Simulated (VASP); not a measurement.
# Y (Fm-3m) in VASP: notebook, part 3 of 3

VASP 6.6.1. The steps go on from the part before.

### Step 6. Electric field gradients, r2SCAN (volume scaled by 1.06)

POSCAR reads:

```
Y
1.0
    0.0000000000      2.6020428087      2.6020428087
    2.6020428087      0.0000000000      2.6020428087
    2.6020428087      2.6020428087      0.0000000000
Y
1
Direct
    0.0000000000      0.0000000000      0.0000000000
```

INCAR.step1 reads:

```
SYSTEM = Y
PREC = Accurate ; ENCUT = 520
ISMEAR = -1 ; SIGMA = 0.03
LREAL = .FALSE. ; LASPH = .TRUE.
NELM = 80 ; NBANDS = 12
GGA = PE ; ALGO = Normal
EDIFF = 1E-4 ; LWAVE = .TRUE.
LCHARG = .FALSE.
```

INCAR.step2 reads:

```
SYSTEM = Y
PREC = Accurate ; ENCUT = 520
EDIFF = 1E-8 ; ISMEAR = -1
SIGMA = 0.03 ; LREAL = .FALSE.
LASPH = .TRUE. ; NELM = 80
ALGO = Normal ; ISIF = 2
LWAVE = .FALSE. ; LCHARG = .FALSE.
METAGGA = R2SCAN ; LMIXTAU = .TRUE.
LEFG = .TRUE. ; NBANDS = 12
ISTART = 1
```

KPOINTS reads:

```
regular mesh
0
G
  12 12 12
  0 0 0
```

Potentials or basis: VASP PAW PBE potentials, release 64 (Y_sv).

Started as:

```console
cat potpaw_PBE.64/Y_sv/POTCAR > POTCAR
cp INCAR.step1 INCAR
mpirun -np 1 vasp_std > vasp.out
cp INCAR.step2 INCAR
mpirun -np 1 vasp_std > vasp.out
```

OUTCAR:

```text
SYSTEM = Y
   PREC = Accurate
   ENCUT = 520
   EDIFF = 1E-8
   ISMEAR = -1
   LREAL = .FALSE.
   LASPH = .TRUE.
   NELM = 80
   ISIF = 2
   METAGGA = R2SCAN
   ISTART = 1

 ion  position               nearest neighbor table
   1  0.000  0.000  0.000-

  LATTYP: Found a face centered cubic cell.
 ALAT       =     5.2040856174

  Lattice vectors:

 A1 = (   0.0000000000,   2.6020428087,   2.6020428087)
 A2 = (   2.6020428087,   0.0000000000,   2.6020428087)
 A3 = (   2.6020428087,   2.6020428087,   0.0000000000)

Analysis of symmetry for initial positions (statically):
=====================================================================
 Subroutine PRICEL returns:
 Original cell was already a primitive cell.

 Routine SETGRP: Setting up the symmetry group for a
 face centered cubic supercell.

 Subroutine GETGRP returns: Found 48 space group operations
 (whereof 48 operations were pure point group operations)
 out of a pool of 48 trial point group operations.

The static configuration has the point symmetry O_h .

Analysis of symmetry for dynamics (positions and initial velocities):
=====================================================================
 Subroutine PRICEL returns:
 Original cell was already a primitive cell.

 Routine SETGRP: Setting up the symmetry group for a
 face centered cubic supercell.

 Subroutine GETGRP returns: Found 48 space group operations
 (whereof 48 operations were pure point group operations)
 out of a pool of 48 trial point group operations.

The dynamic configuration has the point symmetry O_h .

 Subroutine INISYM returns: Found 48 space group operations
 (whereof 48 operations are pure point group operations),
 and found     1 'primitive' translations
[... 152 lines left out ...]
      4     -20.7239      2.00000
      5      -2.1250      2.00000
      6       4.7102      0.00000
      7       4.7102      0.00000
      8       4.7102      0.00000
      9       6.6563      0.00000
     10       6.6563      0.00000
     11      11.8662      0.00000
     12      15.1418      0.00000
[... 331 lines left out ...]
 k-point    24 :      -0.4167    0.1667    0.0000
  band No.  band energies     occupation
      1     -41.5898      2.00000
      2     -21.1376      2.00000
      3     -20.8669      2.00000
      4     -20.8002      2.00000
      5       1.3742      2.00000
      6       2.6855      1.77789
      7       3.9298      0.00000
      8       5.0309      0.00000
      9       7.6137      0.00000
     10       8.4951      0.00000
     11      10.0400      0.00000
     12      12.9783      0.00000

 [... further k-points ...]
[... 5 lines left out ...]
  --------------------------------------------------------------------------------------
  -------------------------------------------------------------------------------------
  Total       -0.4232216     -0.4232216     -0.4232216     -0.0000000      0.0000000     -0.0000000
  in kB      -19.2444305    -19.2444305    -19.2444305     -0.0000000      0.0000000     -0.0000000
  external PRESSURE =     -19.2444305 kB  Pullay stress =       0.0000000 kB

 VOLUME and BASIS-vectors are now :
 -----------------------------------------------------------------------------
  energy-cutoff  :      520.00
  volume of cell :       35.23
      direct lattice vectors                 reciprocal lattice vectors
     0.000000000  2.602042809  2.602042809    -0.192156716  0.192156716  0.192156716
     2.602042809  0.000000000  2.602042809     0.192156716 -0.192156716  0.192156716
     2.602042809  2.602042809  0.000000000     0.192156716  0.192156716 -0.192156716

 POSITION                                       TOTAL-FORCE (eV/Angst)
 -----------------------------------------------------------------------------------
      0.00000      0.00000      0.00000         0.000000      0.000000      0.000000
 -----------------------------------------------------------------------------------
    total drift:                               -0.000000     -0.000000     -0.000000

  FREE ENERGIE OF THE ION-ELECTRON SYSTEM (eV)
  ---------------------------------------------------
  free  energy   TOTEN  =       -20.2118242550 eV

  energy  without entropy=      -20.2067960918  energy(sigma->0) =      -20.20931017

 Electric field gradients (V/A^2)
---------------------------------------------------------------------
 ion       V_xx      V_yy      V_zz      V_xy      V_xz      V_yz
---------------------------------------------------------------------
   1       0.000     0.000    -0.000    -0.000    -0.000    -0.000
---------------------------------------------------------------------

 Electric field gradients after diagonalization (V/A^2)
 (convention: |V_zz| > |V_xx| > |V_yy|)
----------------------------------------------------------------------
 ion       V_xx      V_yy      V_zz     asymmetry (V_yy - V_xx)/ V_zz
----------------------------------------------------------------------
   1       0.000     0.000    -0.000       0.000
----------------------------------------------------------------------

           NMR quadrupolar parameters

 Cq : quadrupolar parameter    Cq=e*Q*V_zz/h
 eta: asymmetry parameters     (V_yy - V_xx)/ V_zz
 Q  : nuclear electric quadrupole moment in mb (millibarn)
----------------------------------------------------------------------
 ion       Cq(MHz)       eta       Q (mb)
----------------------------------------------------------------------
   1      -0.000       0.000       1.000
----------------------------------------------------------------------
```

Wall time 92 s (1 thread of Intel Xeon 6975P-C (Granite Rapids), shared host); peak memory 0.2 GiB.

Results:

```yaml
Free_energy: -20.2118 eV
Pressure: -1.9 GPa
```

Caveat: without QUAD_EFG the Cq values of the log hold for a quadrupole moment of 1 mb, not for the nuclei; the PAW data sets were made with another functional, which shifts forces and pressure a little.

### Step 7. The runs side by side

| cell | gap on the mesh (eV) | pressure (GPa) |
| --- | --- | --- |
| a = 3.536 Å, angles 60.0°, 1 atom | none | 2.5 |
| a = 3.585 Å, angles 60.0°, 1 atom | none | 0.8 |
| a = 3.633 Å, angles 60.0°, 1 atom | none | -0.6 |
| a = 3.680 Å, angles 60.0°, 1 atom | none | -1.9 |

Alike in all rows: task electric field gradients; level r2SCAN; potentials or basis VASP PAW PBE potentials, release 64 (Y_sv); no spin polarisation; k mesh 12 × 12 × 12; cutoff (eV) 520; smearing fermi-dirac 0.03 eV.

Caveats: the PAW data sets were made with another functional, which shifts forces and pressure a little.

Absolute energies hang on the potentials; compare differences alone.
